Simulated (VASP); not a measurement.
# Mg2BeS3 (P1) in VASP: relaxation of cell and atoms with PBEsol

Aim: the relaxation of cell and atoms of Mg2BeS3 with PBEsol.

Everything below comes from runs of VASP 6.6.1. Logs are shortened: lines on timing, memory, paths and dates and some standing lists are left out, and cuts for length are marked.

## 1. The cell of the first run

The typed cell holds 6 atoms: a = 3.498 Å, b = 3.482 Å, c = 8.763 Å, α = 89.60°, β = 90.78°, γ = 119.81°.

## 2. Relaxation of cell and atoms, PBEsol

Input file INCAR:

```
ALGO = Normal
EDIFF = 1E-7
EDIFFG = -0.01
ENCUT = 600
GGA = PS
IBRION = 2
ISIF = 3
ISMEAR = -1
LASPH = True
LCHARG = False
LREAL = False
LWAVE = False
NELM = 80
NSW = 100
PREC = Accurate
SIGMA = 0.05
```

Input file KPOINTS:

```
k-points
0
Gamma
  6 6 2
```

Input file POSCAR:

```
Mg2BeS3
1.0
    3.4981977414      0.0104872414     -0.0240090456
   -1.7400166488      3.0154996912      0.0123349554
   -0.0595443780      0.0009462767      8.7632640677
Mg Be S
2 1 3
Direct
    0.2855874802      0.7026747291      0.6624399319
    0.6771615025      0.3648421695      0.3087485851
   -0.0154618622      0.0330226286     -0.0061180285
    0.3624548902      0.6681805890      0.1253173173
    0.6610548966      0.3411124552      0.8536436727
   -0.0211942044      0.0032186347      0.4916302581
```

Potentials or basis: VASP PAW PBE potentials, release 64 (Mg, Be, S).

Launch:

```bash
$ cat potpaw_PBE.64/Mg/POTCAR potpaw_PBE.64/Be/POTCAR potpaw_PBE.64/S/POTCAR > POTCAR
$ mpirun -np 1 vasp_std > vasp.out
```

OUTCAR:

```text
EDIFF = 1E-7
   EDIFFG = -0.01
   ENCUT = 600
   GGA = PS
   IBRION = 2
   ISIF = 3
   ISMEAR = -1
   LASPH = True
   LREAL = False
   NELM = 80
   NSW = 100
   PREC = Accurate

 ion  position               nearest neighbor table
   1  0.286  0.703  0.662-   6 2.35   5 2.55   5 2.56   6 2.59   6 2.60   5 2.77   2 3.59
   2  0.677  0.365  0.309-   4 2.45   6 2.51   6 2.55   4 2.65   4 2.65   6 2.67   1 3.59
   3  0.985  0.033  0.994-   4 2.23   4 2.25   5 2.26   5 2.41   5 2.43   4 2.51
   4  0.362  0.668  0.125-   3 2.23   3 2.25   2 2.45   3 2.51   2 2.65   2 2.65
   5  0.661  0.341  0.854-   3 2.26   3 2.41   3 2.43   1 2.55   1 2.56   1 2.77
   6  0.979  0.003  0.492-   1 2.35   2 2.51   2 2.55   1 2.59   1 2.60   2 2.67

  LATTYP: Found a triclinic cell.
 ALAT       =     3.4982958500
 B/A-ratio  =     0.9952073143
 C/A-ratio  =     2.5050672634
 COS(alpha) =     0.0070322614
 COS(beta)  =     0.0136570110
 COS(gamma) =     0.4971988718

  Lattice vectors:

 A1 = (   3.4981977414,   0.0104872414,  -0.0240090456)
 A2 = (   1.7400166488,  -3.0154996912,  -0.0123349554)
 A3 = (   0.0595443780,  -0.0009462767,  -8.7632640677)

Analysis of symmetry for initial positions (statically):
=====================================================================
 Subroutine PRICEL returns:
 Original cell was already a primitive cell.

 Routine SETGRP: Setting up the symmetry group for a
 triclinic supercell.

 Subroutine GETGRP returns: Found  1 space group operations
 (whereof  1 operations were pure point group operations)
 out of a pool of  2 trial point group operations.

The static configuration has the point symmetry C_1 .

Analysis of symmetry for dynamics (positions and initial velocities):
=====================================================================
 Subroutine PRICEL returns:
 Original cell was already a primitive cell.

 Routine SETGRP: Setting up the symmetry group for a
 triclinic supercell.

 Subroutine GETGRP returns: Found  1 space group operations
 (whereof  1 operations were pure point group operations)
 out of a pool of  2 trial point group operations.

The dynamic configuration has the point symmetry C_1 .

 Subroutine INISYM returns: Found  1 space group operations
 (whereof  1 operations are pure point group operations),
 and found     1 'primitive' translations

----------------------------------------------------------------------------------------

                                     Primitive cell

  volume of cell :      92.5976

  direct lattice vectors                    reciprocal lattice vectors
     3.498197741  0.010487241 -0.024009046     0.285381025  0.164663932  0.001921318
    -1.740016649  3.015499691  0.012334955    -0.000992738  0.331047337 -0.000042493
    -0.059544378  0.000946277  8.763264068     0.000783267 -0.000014838  0.114118055

  length of vectors
     3.498295850  3.481529617  8.763466412     0.329484797  0.331048829  0.114120744

  position of ions in fractional coordinates (direct lattice)
     0.285587480  0.702674729  0.662439932
     0.677161502  0.364842170  0.308748585
     0.984538138  0.033022629  0.993881972
     0.362454890  0.668180589  0.125317317
     0.661054897  0.341112455  0.853643673
     0.978805796  0.003218635  0.491630258

  ion indices of the primitive-cell ions
   primitive index   ion index
                 1           1
                 2           2
                 3           3
                 4           4
                 5           5
                 6           6

----------------------------------------------------------------------------------------

 KPOINTS: k-points

Automatic generation of k-mesh.
 Grid dimensions read from file:
 generate k-points for:    6    6    2

 Generating k-lattice:

  Cartesian coordinates                     Fractional coordinates (reciprocal lattice)
     0.047563504  0.027443989  0.000320220     0.166666667  0.000000000  0.000000000
    -0.000165456  0.055174556 -0.000007082     0.000000000  0.166666667  0.000000000
     0.000391633 -0.000007419  0.057059028    -0.000000000  0.000000000  0.500000000

  Length of vectors
     0.054914133  0.055174805  0.057060372

  Shift w.r.t. Gamma in fractional coordinates (k-lattice)
     0.000000000  0.000000000  0.000000000

 Subroutine IBZKPT returns following result:
 ===========================================

 Found     40 irreducible k-points:

 Following reciprocal coordinates:
            Coordinates               Weight
  0.000000  0.000000  0.000000      1.000000
  0.166667  0.000000  0.000000      2.000000
  0.333333 -0.000000  0.000000      2.000000
  0.500000  0.000000 -0.000000      1.000000
 -0.000000  0.166667  0.000000      2.000000
  0.166667  0.166667  0.000000      2.000000
[... 16 lines left out ...]
  0.333333  0.000000  0.500000      2.000000
  0.500000  0.000000  0.500000      1.000000
 [... further k-points ...]
   k-points           NKPTS =     40   k-points in BZ     NKDIM =     40   number of bands    NBANDS=     16
   number of dos      NEDOS =    301   number of ions     NIONS =      6
   total plane-waves  NPLWV =  54880
   dimension x,y,z NGX =    28 NGY =   28 NGZ =   70
   dimension x,y,z NGXF=    56 NGYF=   56 NGZF=  140
   ions per type =               2   1   3
   NGX,Y,Z   is equivalent  to a cutoff of  13.31, 13.37, 13.28 a.u.
   NGXF,Y,Z  is equivalent  to a cutoff of  26.61, 26.74, 26.56 a.u.
 SYSTEM =  unknown system
   PREC   = accura    normal or accurate (medium, high low for compatibility)
   ISTART =      0    job   : 0-new  1-cont  2-samecut
   ICHARG =      2    charge: 1-file 2-atom 10-const
   ISPIN  =      1    spin polarized calculation?
   LNONCOLLINEAR =      F non collinear calculations
   LSORBIT =      F    spin-orbit coupling
   LASPH  =      T    aspherical Exc in radial PAW
   ENCUT  =  600.0 eV  44.10 Ry    6.64 a.u.   6.99  6.95 17.50*2*pi/ulx,y,z
   NELM   =     80;   NELMIN=  2; NELMDL= -5     # of ELM steps
   EDIFF  = 0.1E-06   stopping-criterion for ELM
   LREAL  =      F    real-space projection
   EDIFFG = -.1E-01   stopping-criterion for IOM
   NSW    =    100    number of steps for IOM
   IBRION =      2    ionic relax: 0-MD 1-quasi-New 2-CG
   NFREE  =      1    steps in history (QN), initial steepest desc. (CG)
   ISIF   =      3    stress and relaxation
   ISYM   =      2    0-nonsym 1-usesym 2-fastsym
   POTIM  = 0.5000    time-step for ionic-motion
   TEBEG  =    0.0;   TEEND  =   0.0 temperature during run
   PSTRESS=    0.0 pullay stress
   NELECT =      24.0000    total number of electrons
   NUPDOWN=      -1.0000    fix difference up-down
   EMIN   =  10.00;   EMAX   =-10.00  energy-range for DOS
   EFERMI =   0.00;   METHOD = LEGACY
   ISMEAR =    -1;   SIGMA  =   0.05  broadening in eV -4-tet -1-fermi 0-gaus
   EFERMI_NEDOS =   21; number of points for ismear=-14 and -15
   IALGO  =     38    algorithm
   IMIX   =      4    mixing-type and parameters
     AMIX     =   0.40;   BMIX     =  1.00
     AMIX_MAG =   1.60;   BMIX_MAG =  1.00
  volume/ion in A,a.u.               =      15.43       104.15
  Fermi-wavevector in a.u.,A,eV,Ry     =   1.043787  1.972472 14.823433  1.089492
  Thomas-Fermi vector in A             =   2.178512
   LORBIT       =      0    0 simple, 1 ext, 2 COOP (PROOUT), +10 PAW based schemes
   GGA     = PS    functional components
   LHFCALC =     F    Hartree Fock is set to
   AEXX    =    0.0000 exact exchange contribution
   IVDW    =     0    specifies the selected vdW correction
   LEPSILON=     F    determine dielectric tensor
   LRPA    =     F    only Hartree local field effects (RPA)
 conjugate gradient relaxation of ions
 non-spin polarized calculation
  energy-cutoff  :      600.00
  volume of cell :       92.60
 maximum number of plane-waves:      3108
   NGX = 13   NGY = 13   NGZ = 35

--------------------------------------- Ionic step        1  -------------------------------------------

 number of electron      24.0000000 magnetization

 Free energy of the ion-electron system (eV)
  ---------------------------------------------------
  ext. energy  EPLUGINS =         0.00000000
  ---------------------------------------------------
  free energy    TOTEN  =       -27.23212837 eV

  energy without entropy =      -27.23212837  energy(sigma->0) =      -27.23212837

------------------------ aborting loop because EDIFF is reached ----------------------------------------

  FORCE on cell =-STRESS in cart. coord.  units (eV):
  Direction    XX          YY          ZZ          XY          YZ          ZX
  --------------------------------------------------------------------------------------
  -------------------------------------------------------------------------------------
  Total        1.5074834      1.0382244      0.8197924     -1.0642940     -0.3637964      1.1157514
  in kB       26.0833405     17.9639531     14.1845168    -18.4150249     -6.2946135     19.3053704
  external PRESSURE =      19.4106034 kB  Pullay stress =       0.0000000 kB
[... 101 lines left out ...]
  FREE ENERGIE OF THE ION-ELECTRON SYSTEM (eV)
  ---------------------------------------------------
  free  energy   TOTEN  =       -27.3712657067 eV

  energy  without entropy=      -27.3712657064  energy(sigma->0) =      -27.37126571

 E-fermi :   5.5385     XC(G=0): -10.0499

 val. band max:        4.5848084226   @ k =   0.0000   0.0000   0.0000
 cond. band min:       6.4647303063   @ k =   0.5000   0.0000  -0.0000
 fundamental gap:      1.8799218837
 Fermi energy:         5.5385199967

 k-point     1 :       0.0000    0.0000    0.0000
  band No.  band energies     occupation
      1      -9.0482      2.00000
      2      -7.9956      2.00000
      3      -7.7133      2.00000
      4      -0.0870      2.00000
      5       0.0380      2.00000
      6       2.9340      2.00000
[... 8 lines left out ...]
     15       9.2307      0.00000
     16      10.2336      0.00000
[... 422 lines left out ...]
      2      -6.9576      2.00000
      3      -6.7471      2.00000
      4      -1.3116      2.00000
      5      -0.2282      2.00000
      6      -0.1294      2.00000
[... 8 lines left out ...]
     15       8.5316      0.00000
     16       9.5063      0.00000

 [... further k-points ...]

[... ionic steps 4 to 36 ...]

--------------------------------------- Ionic step       37  -------------------------------------------

 number of electron      23.9999998 magnetization

------------------------ aborting loop because EDIFF is reached ----------------------------------------

  FORCE on cell =-STRESS in cart. coord.  units (eV):
  Direction    XX          YY          ZZ          XY          YZ          ZX
  --------------------------------------------------------------------------------------
  -------------------------------------------------------------------------------------
  Total        0.0133213      0.0045977      0.0087015     -0.0110108     -0.0053421      0.0019422
  in kB        0.2201319      0.0759766      0.1437917     -0.1819514     -0.0882780      0.0320937
  external PRESSURE =       0.1466334 kB  Pullay stress =       0.0000000 kB
[... 65 lines left out ...]
  energy  without entropy=      -27.8430389200  energy(sigma->0) =      -27.84303892

--------------------------------------- Ionic step       39  -------------------------------------------

 number of electron      23.9999998 magnetization

 Free energy of the ion-electron system (eV)
  ---------------------------------------------------
  ext. energy  EPLUGINS =         0.00000000
  ---------------------------------------------------
  free energy    TOTEN  =       -27.84307002 eV

  energy without entropy =      -27.84307002  energy(sigma->0) =      -27.84307002

 E-fermi :   5.3731     XC(G=0):  -9.9679

 val. band max:        4.3222985121   @ k =   0.0000   0.0000   0.0000
 cond. band min:       6.6869134643   @ k =   0.5000   0.0000  -0.0000
 fundamental gap:      2.3646149522
 Fermi energy:         5.3730898903

 k-point     1 :       0.0000    0.0000    0.0000
  band No.  band energies     occupation
      1      -9.1143      2.00000
      2      -8.1142      2.00000
      3      -7.8607      2.00000
      4      -0.0860      2.00000
      5      -0.0717      2.00000
      6       2.4006      2.00000
[... 8 lines left out ...]
     15       8.8063      0.00000
     16      10.6457      0.00000
[... 470 lines left out ...]
  FREE ENERGIE OF THE ION-ELECTRON SYSTEM (eV)
  ---------------------------------------------------
  free  energy   TOTEN  =       -27.8430700233 eV

  energy  without entropy=      -27.8430700232  energy(sigma->0) =      -27.84307002

 reached required accuracy - stopping structural energy minimisation
```

Wall time 19 min (1 thread of Intel Xeon Platinum 8488C (Sapphire Rapids), shared host); peak memory 0.27 GiB.

What came out:

```
Free energy                           : -27.8431 eV
Relaxed volume                        : 16.17 Å³/atom
Relaxed cell                          : a = 3.508 Å, b = 3.822 Å, c = 8.661 Å, α = 90.01°, β = 85.83°, γ = 123.01°
Space group after relaxing (to 0.1 Å) : C2 (No. 5)
Energy gained by relaxing             : 101.8 meV/atom
Ionic steps                           : 39
Pressure after relaxing               : 0.0 GPa
Largest force after relaxing          : 0.004 eV/Å
Band gap on the k mesh                : 2.36 eV (least direct gap 3.50 eV)
```

Forces on the atoms (eV/Å):
```
Mg   0.000  0.002  0.002
Mg   0.001  0.002 -0.001
Be  -0.001 -0.004 -0.002
S    0.000 -0.001 -0.002
S    0.001 -0.001  0.002
S    0.000  0.002  0.001
```

Step by step:
| step | energy change (eV) | largest force (eV/Å) | pressure (GPa) | volume (Å³) |
| --- | --- | --- | --- | --- |
| 1 | 0.0000 | 0.9684 | 1.94 | 92.60 |
| 2 | -0.1324 | 0.3856 | -1.00 | 95.11 |
| 3 | -0.1391 | 0.3926 | -1.72 | 95.88 |
| 4 | -0.1711 | 0.3468 | 0.00 | 93.91 |
| 5 | -0.1744 | 0.3211 | 0.82 | 93.05 |
| 6 | -0.1903 | 0.2191 | 0.44 | 93.43 |
| 7 | -0.1971 | 0.2329 | 0.05 | 93.89 |
| 8 | -0.2071 | 0.2466 | -0.13 | 94.14 |
| 9 | -0.2205 | 0.2766 | -0.55 | 94.90 |
| 10 | -0.2262 | 0.2756 | -0.40 | 94.81 |
| 11 | -0.2410 | 0.2880 | 0.12 | 94.53 |
| 12 | -0.2575 | 0.3305 | 1.28 | 93.97 |
| 13 | -0.2692 | 0.3063 | 1.10 | 94.36 |
| 14 | -0.2971 | 0.3841 | 0.62 | 95.53 |
| 15 | -0.3085 | 0.6772 | -0.12 | 97.84 |
| 16 | -0.3124 | 0.5703 | 0.12 | 96.99 |
| 17 | -0.3459 | 0.5080 | -0.38 | 97.94 |
| 18 | -0.3813 | 0.3810 | -1.43 | 99.98 |
| 19 | -0.4279 | 0.3648 | -0.17 | 98.49 |
| 20 | -0.4475 | 0.4307 | 1.36 | 96.83 |
| 21 | -0.4929 | 0.3974 | 0.29 | 97.72 |
| 22 | -0.5047 | 0.4404 | -0.49 | 98.44 |
| 23 | -0.5335 | 0.4032 | -0.18 | 97.78 |
| 24 | -0.5586 | 0.4642 | 0.69 | 96.33 |
| 25 | -0.5756 | 0.3916 | 0.35 | 96.53 |
| 26 | -0.5823 | 0.3285 | 0.08 | 96.74 |
| 27 | -0.5933 | 0.2163 | -0.03 | 96.84 |
| 28 | -0.5991 | 0.1554 | -0.15 | 96.98 |
| 29 | -0.6028 | 0.1242 | 0.03 | 96.79 |
| 30 | -0.6051 | 0.0972 | 0.35 | 96.47 |
| 31 | -0.6077 | 0.0666 | -0.10 | 97.01 |
| 32 | -0.6080 | 0.0757 | -0.29 | 97.24 |
| 33 | -0.6098 | 0.0539 | -0.02 | 96.96 |
| 34 | -0.6100 | 0.0504 | 0.09 | 96.85 |
| 35 | -0.6107 | 0.0220 | 0.01 | 96.95 |
| 36 | -0.6108 | 0.0271 | -0.02 | 96.99 |
| 37 | -0.6109 | 0.0123 | 0.01 | 96.96 |
| 38 | -0.6109 | 0.0144 | 0.03 | 96.94 |
| 39 | -0.6109 | 0.0043 | -0.03 | 97.01 |

Final structure:
```cif
data_structure
_symmetry_space_group_name_H-M 'P 1'
_symmetry_Int_Tables_number 1
_cell_length_a 3.5081
_cell_length_b 3.8219
_cell_length_c 8.6611
_cell_angle_alpha 90.011
_cell_angle_beta 85.828
_cell_angle_gamma 123.012
_cell_volume 97.01
loop_
_atom_site_label
_atom_site_type_symbol
_atom_site_fract_x
_atom_site_fract_y
_atom_site_fract_z
_atom_site_occupancy
Mg1 Mg 0.26623 0.63016 0.66394 1
Mg2 Mg 0.71654 0.35526 0.31457 1
Be1 Be 0.99199 0.21430 0.98929 1
S1 S 0.45716 0.68979 0.13801 1
S2 S 0.52632 0.22425 0.84058 1
S3 S 0.99137 0.99930 0.48926 1
```

Levels at points of the mesh, in eV from the valence-band top:
```
           k point  band 9  band 10  band 11  band 12  band 13  band 14  band 15  band 16
(0.00, 0.00, 0.00)   -0.50    -0.35    -0.02     0.00     3.66     3.68     4.48     6.32
(0.50, 0.00, 0.00)   -2.10    -1.91    -1.87    -1.36     2.36     3.20     4.41     4.52
(0.00, 0.50, 0.00)   -2.04    -1.41    -1.18    -0.68     2.83     3.76     4.37     4.83
(0.50, 0.50, 0.00)   -2.04    -1.41    -1.18    -0.67     2.83     3.76     4.37     4.83
(0.00, 0.00, 0.50)   -0.85    -0.33    -0.23    -0.04     3.59     4.40     4.75     6.38
(0.50, 0.00, 0.50)   -2.35    -2.25    -1.27    -1.20     2.93     3.25     3.74     4.43
(0.00, 0.50, 0.50)   -1.85    -1.27    -1.00    -0.63     3.57     3.81     4.00     4.86
(0.50, 0.50, 0.50)   -1.85    -1.26    -1.00    -0.63     3.57     3.81     4.00     4.86
```

Caveat: the PAW data sets were made with another functional, which shifts forces and pressure a little. A k mesh can miss the band edges.
